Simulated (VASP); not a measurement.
# CdS (wurtzite type) (P6_3mc) in VASP: single point with PBE

Aim: the single point of CdS (wurtzite type) with PBE.

Everything below comes from runs of VASP 6.6.1. Logs are shortened: lines on timing, memory, paths and dates and some standing lists are left out, and cuts for length are marked.

## (1) The cell of the first run

Symmetry: P6_3mc, No. 186, hexagonal system. The conventional cell has a = 3.198 Å, b = 3.198 Å, c = 7.175 Å, α = 90.00°, β = 90.00°, γ = 120.00°. Within 2.9 Å of Cd (site symmetry 3m) lie 4 S at 2.18 to 2.32 Å. S (site symmetry 3m) has 4 Cd at 2.18 to 2.32 Å within 2.9 Å.

## (2) Single point, PBE

INCAR reads:

```
PREC = Accurate
ENCUT = 520
EDIFF = 1E-6
ISMEAR = -1
SIGMA = 0.08
LREAL = F
LASPH = T
NELM = 100
ALGO = Normal
ISIF = 2
LWAVE = F
LCHARG = T
GGA = PE
LELF = T
LVHAR = T
NBANDS = 26
```

KPOINTS reads:

```
regular mesh
0
Gamma
  10 10 6
```

POSCAR reads:

```
CdS
1.0
    3.1976647562      0.0000000000      0.0000000000
   -1.5988323781      2.7692589116      0.0000000000
    0.0000000000      0.0000000000      7.1750715130
Cd S
2 2
Direct
    0.3333333333      0.6666666667      0.0359178601
    0.6666666667      0.3333333333      0.5359178601
    0.3333333333      0.6666666667      0.3400821399
    0.6666666667      0.3333333333      0.8400821399
```

Potentials or basis: VASP PAW PBE potentials, release 64 (Cd, S).

Launch:

```sh
> cat potpaw_PBE.64/Cd/POTCAR potpaw_PBE.64/S/POTCAR > POTCAR
> mpirun -np 1 vasp_std > vasp.out
```

OUTCAR:

```text
PREC = Accurate
   ENCUT = 520
   EDIFF = 1E-6
   ISMEAR = -1
   LREAL = F
   LASPH = T
   NELM = 100
   ISIF = 2
   GGA = PE

 ion  position               nearest neighbor table
   1  0.333  0.667  0.036-   3 2.18   4 2.32   4 2.32   4 2.32
   2  0.667  0.333  0.536-   4 2.18   3 2.32   3 2.32   3 2.32
   3  0.333  0.667  0.340-   1 2.18   2 2.32   2 2.32   2 2.32
   4  0.667  0.333  0.840-   2 2.18   1 2.32   1 2.32   1 2.32

  LATTYP: Found a hexagonal cell.
 ALAT       =     3.1976647562
 C/A-ratio  =     2.2438473261

  Lattice vectors:

 A1 = (   3.1976647562,   0.0000000000,   0.0000000000)
 A2 = (  -1.5988323781,   2.7692589116,   0.0000000000)
 A3 = (   0.0000000000,   0.0000000000,   7.1750715130)

Analysis of symmetry for initial positions (statically):
=====================================================================
 Subroutine PRICEL returns:
 Original cell was already a primitive cell.

 Routine SETGRP: Setting up the symmetry group for a
 hexagonal supercell.

 Subroutine GETGRP returns: Found 12 space group operations
 (whereof  6 operations were pure point group operations)
 out of a pool of 24 trial point group operations.

The static configuration has the point symmetry C_3v.
 The point group associated with its full space group is C_6v.

Analysis of symmetry for dynamics (positions and initial velocities):
=====================================================================
 Subroutine PRICEL returns:
 Original cell was already a primitive cell.

 Routine SETGRP: Setting up the symmetry group for a
 hexagonal supercell.

 Subroutine GETGRP returns: Found 12 space group operations
 (whereof  6 operations were pure point group operations)
 out of a pool of 24 trial point group operations.

The dynamic configuration has the point symmetry C_3v.
 The point group associated with its full space group is C_6v.

 Subroutine INISYM returns: Found 12 space group operations
 (whereof  6 operations are pure point group operations),
 and found     1 'primitive' translations

----------------------------------------------------------------------------------------

                                     Primitive cell

  volume of cell :      63.5364

  direct lattice vectors                    reciprocal lattice vectors
     3.197664756  0.000000000  0.000000000     0.312728218  0.180553721  0.000000000
    -1.598832378  2.769258912  0.000000000     0.000000000  0.361107441  0.000000000
     0.000000000  0.000000000  7.175071513     0.000000000  0.000000000  0.139371433

  length of vectors
     3.197664756  3.197664756  7.175071513     0.361107441  0.361107441  0.139371433

  position of ions in fractional coordinates (direct lattice)
     0.333333333  0.666666667  0.035917860
     0.666666667  0.333333333  0.535917860
     0.333333333  0.666666667  0.340082140
     0.666666667  0.333333333  0.840082140

  ion indices of the primitive-cell ions
   primitive index   ion index
                 1           1
                 2           2
                 3           3
                 4           4

----------------------------------------------------------------------------------------

 KPOINTS: regular mesh

Automatic generation of k-mesh.
 Grid dimensions read from file:
 generate k-points for:   10   10    6

 Generating k-lattice:

  Cartesian coordinates                     Fractional coordinates (reciprocal lattice)
     0.031272822  0.018055372  0.000000000     0.100000000 -0.000000000  0.000000000
     0.000000000  0.036110744  0.000000000     0.000000000  0.100000000  0.000000000
     0.000000000  0.000000000  0.023228572     0.000000000  0.000000000  0.166666667

  Length of vectors
     0.036110744  0.036110744  0.023228572

  Shift w.r.t. Gamma in fractional coordinates (k-lattice)
     0.000000000  0.000000000  0.000000000

 Subroutine IBZKPT returns following result:
 ===========================================

 Found     56 irreducible k-points:

 Following reciprocal coordinates:
            Coordinates               Weight
  0.000000  0.000000  0.000000      1.000000
  0.100000  0.000000  0.000000      6.000000
  0.200000  0.000000  0.000000      6.000000
  0.300000  0.000000  0.000000      6.000000
  0.400000 -0.000000  0.000000      6.000000
  0.500000  0.000000  0.000000      3.000000
[... 16 lines left out ...]
  0.300000  0.100000  0.166667     24.000000
  0.400000  0.100000  0.166667     24.000000
 [... further k-points ...]
   k-points           NKPTS =     56   k-points in BZ     NKDIM =     56   number of bands    NBANDS=     26
   number of dos      NEDOS =    301   number of ions     NIONS =      4
   total plane-waves  NPLWV =  31104
   dimension x,y,z NGX =    24 NGY =   24 NGZ =   54
   dimension x,y,z NGXF=    48 NGYF=   48 NGZF=  108
   ions per type =               2   2
   NGX,Y,Z   is equivalent  to a cutoff of  12.48, 12.48, 12.51 a.u.
   NGXF,Y,Z  is equivalent  to a cutoff of  24.96, 24.96, 25.02 a.u.
 SYSTEM =  unknown system
   PREC   = accura    normal or accurate (medium, high low for compatibility)
   ISTART =      0    job   : 0-new  1-cont  2-samecut
   ICHARG =      2    charge: 1-file 2-atom 10-const
   ISPIN  =      1    spin polarized calculation?
   LNONCOLLINEAR =      F non collinear calculations
   LSORBIT =      F    spin-orbit coupling
   LASPH  =      T    aspherical Exc in radial PAW
   ENCUT  =  520.0 eV  38.22 Ry    6.18 a.u.   5.95  5.95 13.34*2*pi/ulx,y,z
   NELM   =    100;   NELMIN=  2; NELMDL= -5     # of ELM steps
   EDIFF  = 0.1E-05   stopping-criterion for ELM
   LREAL  =      F    real-space projection
   EDIFFG = 0.1E-04   stopping-criterion for IOM
   NSW    =      0    number of steps for IOM
   IBRION =     -1    ionic relax: 0-MD 1-quasi-New 2-CG
   NFREE  =      0    steps in history (QN), initial steepest desc. (CG)
   ISIF   =      2    stress and relaxation
   ISYM   =      2    0-nonsym 1-usesym 2-fastsym
   POTIM  = 0.5000    time-step for ionic-motion
   TEBEG  =    0.0;   TEEND  =   0.0 temperature during run
   PSTRESS=    0.0 pullay stress
   NELECT =      36.0000    total number of electrons
   NUPDOWN=      -1.0000    fix difference up-down
   EMIN   =  10.00;   EMAX   =-10.00  energy-range for DOS
   EFERMI =   0.00;   METHOD = LEGACY
   ISMEAR =    -1;   SIGMA  =   0.08  broadening in eV -4-tet -1-fermi 0-gaus
   EFERMI_NEDOS =   21; number of points for ismear=-14 and -15
   IALGO  =     38    algorithm
   IMIX   =      4    mixing-type and parameters
     AMIX     =   0.40;   BMIX     =  1.00
     AMIX_MAG =   1.60;   BMIX_MAG =  1.00
  volume/ion in A,a.u.               =      15.88       107.19
  Fermi-wavevector in a.u.,A,eV,Ry     =   1.354674  2.559962 24.968613  1.835141
  Thomas-Fermi vector in A             =   2.481826
   LORBIT       =      0    0 simple, 1 ext, 2 COOP (PROOUT), +10 PAW based schemes
   GGA     = PE    functional components
   LHFCALC =     F    Hartree Fock is set to
   AEXX    =    0.0000 exact exchange contribution
   IVDW    =     0    specifies the selected vdW correction
   LEPSILON=     F    determine dielectric tensor
   LRPA    =     F    only Hartree local field effects (RPA)
 non-spin polarized calculation
  energy-cutoff  :      520.00
  volume of cell :       63.54
 maximum number of plane-waves:      1730
 NGX is ok and might be reduce to    24
   NGX = 11   NGY = 11   NGZ = 27

 number of electron      36.0000003 magnetization

 Free energy of the ion-electron system (eV)
  ---------------------------------------------------
  ext. energy  EPLUGINS =         0.00000000
  ---------------------------------------------------
  free energy    TOTEN  =        -6.56692369 eV

  energy without entropy =       -6.56066645  energy(sigma->0) =       -6.56379507

 E-fermi :   7.0274     XC(G=0): -11.5926

 val. band max:        6.9924828569   @ k =   0.1000   0.0000   0.0000
 cond. band min:       7.0569829077   @ k =   0.0000   0.0000   0.0000
 fundamental gap:      0.0645000508
 Fermi energy:         7.0274450328

 k-point     1 :       0.0000    0.0000    0.0000
  band No.  band energies     occupation
      1      -9.5308      2.00000
      2      -8.5807      2.00000
      3      -4.3590      2.00000
      4      -3.5511      2.00000
      5      -3.5511      2.00000
      6      -3.4542      2.00000
[... 18 lines left out ...]
     25      15.6683      0.00000
     26      15.6683      0.00000

 k-point     2 :       0.1000    0.0000    0.0000
  band No.  band energies     occupation
      1      -9.4098      2.00000
      2      -8.5029      2.00000
      3      -4.3183      2.00000
      4      -3.5815      2.00000
      5      -3.5155      2.00000
      6      -3.5096      2.00000
[... 18 lines left out ...]
     25      15.2180      0.00000
     26      16.0533      0.00000

 k-point     3 :       0.2000    0.0000    0.0000
  band No.  band energies     occupation
      1      -9.0742      2.00000
      2      -8.2936      2.00000
      3      -4.2756      2.00000
      4      -3.6772      2.00000
      5      -3.5552      2.00000
      6      -3.4684      2.00000
[... 18 lines left out ...]
     25      15.1956      0.00000
     26      16.2291      0.00000

 k-point     4 :       0.3000    0.0000    0.0000
  band No.  band energies     occupation
      1      -8.6143      2.00000
      2      -8.0231      2.00000
      3      -4.3131      2.00000
      4      -3.8107      2.00000
      5      -3.5991      2.00000
      6      -3.4875      2.00000
[... 18 lines left out ...]
     25      15.2116      0.00000
     26      17.8861      0.00000

 k-point     5 :       0.4000   -0.0000    0.0000
  band No.  band energies     occupation
      1      -8.1973      2.00000
      2      -7.7923      2.00000
      3      -4.3236      2.00000
      4      -3.9077      2.00000
      5      -3.7663      2.00000
      6      -3.5998      2.00000
[... 18 lines left out ...]
     25      13.8397      0.00000
     26      17.6908      0.00000

 k-point     6 :       0.5000    0.0000    0.0000
  band No.  band energies     occupation
      1      -8.0261      2.00000
      2      -7.7000      2.00000
      3      -4.2836      2.00000
      4      -3.9241      2.00000
      5      -3.9163      2.00000
      6      -3.6318      2.00000
[... 427 lines left out ...]
 k-point    21 :       0.1000    0.1000    0.1667
  band No.  band energies     occupation
      1      -9.1331      2.00000
      2      -8.4227      2.00000
      3      -4.2591      2.00000
      4      -3.6937      2.00000
      5      -3.5602      2.00000
      6      -3.5224      2.00000
[... 18 lines left out ...]
     25      14.8887      0.00000
     26      15.1646      0.00000

 k-point    22 :       0.2000    0.1000    0.1667
  band No.  band energies     occupation
      1      -8.7400      2.00000
      2      -8.1682      2.00000
      3      -4.2522      2.00000
      4      -3.7615      2.00000
      5      -3.6034      2.00000
      6      -3.4513      2.00000
[... 18 lines left out ...]
     25      15.3589      0.00000
     26      16.0587      0.00000

 k-point    23 :       0.3000    0.1000    0.1667
  band No.  band energies     occupation
      1      -8.3026      2.00000
      2      -7.9029      2.00000
      3      -4.2658      2.00000
      4      -3.8611      2.00000
      5      -3.7250      2.00000
      6      -3.4892      2.00000
[... 18 lines left out ...]
     25      15.0048      0.00000
     26      16.4099      0.00000

 k-point    24 :       0.4000    0.1000    0.1667
  band No.  band energies     occupation
      1      -8.0049      2.00000
      2      -7.7337      2.00000
      3      -4.2243      2.00000
      4      -3.9228      2.00000
      5      -3.8724      2.00000
      6      -3.5381      2.00000
[... 18 lines left out ...]
     25      13.9407      0.00000
     26      15.9555      0.00000

 [... further k-points ...]
[... 5 lines left out ...]
  --------------------------------------------------------------------------------------
  -------------------------------------------------------------------------------------
  Total       23.9874085     23.9874085     24.4867214      0.0000000      0.0000000     -0.0000000
  in kB      604.8827321    604.8827321    617.4737445      0.0000000      0.0000000     -0.0000000
  external PRESSURE =     609.0797362 kB  Pullay stress =       0.0000000 kB

 VOLUME and BASIS-vectors are now :
 -----------------------------------------------------------------------------
  energy-cutoff  :      520.00
  volume of cell :       63.54
      direct lattice vectors                 reciprocal lattice vectors
     3.197664756  0.000000000  0.000000000     0.312728218  0.180553721  0.000000000
    -1.598832378  2.769258912  0.000000000     0.000000000  0.361107441  0.000000000
     0.000000000  0.000000000  7.175071513     0.000000000  0.000000000  0.139371433

 POSITION                                       TOTAL-FORCE (eV/Angst)
 -----------------------------------------------------------------------------------
     -0.00000      1.84617      0.25771        -0.000000      0.000000      0.019962
      1.59883      0.92309      3.84525        -0.000000     -0.000000      0.019962
     -0.00000      1.84617      2.44011         0.000000     -0.000000     -0.019962
      1.59883      0.92309      6.02765        -0.000000      0.000000     -0.019962
 -----------------------------------------------------------------------------------
    total drift:                               -0.000000     -0.000000      0.000562

  FREE ENERGIE OF THE ION-ELECTRON SYSTEM (eV)
  ---------------------------------------------------
  free  energy   TOTEN  =        -6.5669236928 eV

  energy  without entropy=       -6.5606664509  energy(sigma->0) =       -6.56379507
```

It took 75 s on 1 thread of Intel Xeon Platinum 8488C (Sapphire Rapids), shared host; peak memory 0.22 GiB.

What came out:

```
Free energy            : -6.5669 eV
Pressure               : 60.9 GPa
Largest force          : 0.020 eV/Å
Band gap on the k mesh : zero (band 18 reaches 7.06 eV, above the bottom of band 19 at 6.99 eV)
```

Forces in eV/Å, atoms in the order of the input:
```
Cd   0.000  0.000  0.020
Cd   0.000  0.000  0.020
S    0.000  0.000 -0.020
S    0.000  0.000 -0.020
```

Stress tensor (GPa, compression positive):
```
60.49  0.00  0.00
 0.00 60.49  0.00
 0.00  0.00 61.75
```
